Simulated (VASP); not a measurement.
## Ti: relaxation of cell and atoms with PBE

Crystal: Ti.

```
Ti
1.0
     2.69386    0.00000    0.00000
    -1.34693    2.33295    0.00000
     0.00000    0.00000    4.36405
Ti
2
Direct
  0.33333 0.66667 0.25000
  0.66667 0.33333 0.75000
```

| Item | Value |
| --- | --- |
| Program | VASP 6.6.1 |
| Task | relaxation of cell and atoms |
| Functional | PBE |
| Potentials or basis | VASP PAW PBE potentials, release 64 (Ti_sv) |
| Cutoff | 600 eV |
| k mesh | 16 × 16 × 9 |
| Occupations | fermi-dirac, width 0.1 eV |
| Spin | no spin polarisation |
| Target pressure | 38 GPa |
| Dipole correction | no |
| Further INCAR settings | ALGO = Normal; EDIFF = 1e-06; IBRION = 2; EDIFFG = -0.005; NSW = 60; ISIF = 3 |

```
Relaxed volume                                             : 13.78 Å³/atom
Relaxed cell                                               : a = 2.710 Å, b = 2.710 Å, c = 4.333 Å, α = 90.00°, β = 90.00°, γ = 120.00°
Space group after relaxing (to 0.1 Å)                      : P6_3/mmc (No. 194)
Energy change on relaxing (the run minimises the enthalpy) : -16.7 meV/atom
Ionic steps                                                : 6
Pressure after relaxing                                    : 38.0 GPa
Band gap on the k mesh                                     : zero (bands 12 and 13 overlap by 1.23 eV)
```

Step by step:
```tsv
step	energy change (eV)	largest force (eV/Å)	pressure (GPa)	volume (Å³)
1	0.0000	0.0000	39.01	27.43
2	-0.0817	0.0000	36.21	27.77
3	-0.0452	0.0000	37.46	27.61
4	-0.0351	0.0000	37.88	27.57
5	-0.0332	0.0000	37.94	27.56
6	-0.0335	0.0000	37.98	27.56
```

Final structure:
```
Ti
1.0
     2.70994    0.00000    0.00000
    -1.35497    2.34688    0.00000
     0.00000    0.00000    4.33342
Ti
2
Direct
  0.33333 0.66667 0.25000
  0.66667 0.33333 0.75000
```

Levels at points of the mesh, in eV from the Fermi level:
```
           k point  band 10  band 11  band 12  band 13  band 14  band 15
(0.00, 0.00, 0.00)    -3.29     0.90     0.90     0.99     1.57     1.57
(0.50, 0.00, 0.00)    -2.62    -2.53    -0.17     0.56     0.85     1.54
```

It took 6.2 min on 1 thread of Intel Xeon 8259CL, on a shared host, peak memory 0.21 GiB.

Caveat: the cell is relaxed towards a set pressure, so the run minimises the enthalpy, not the energy.
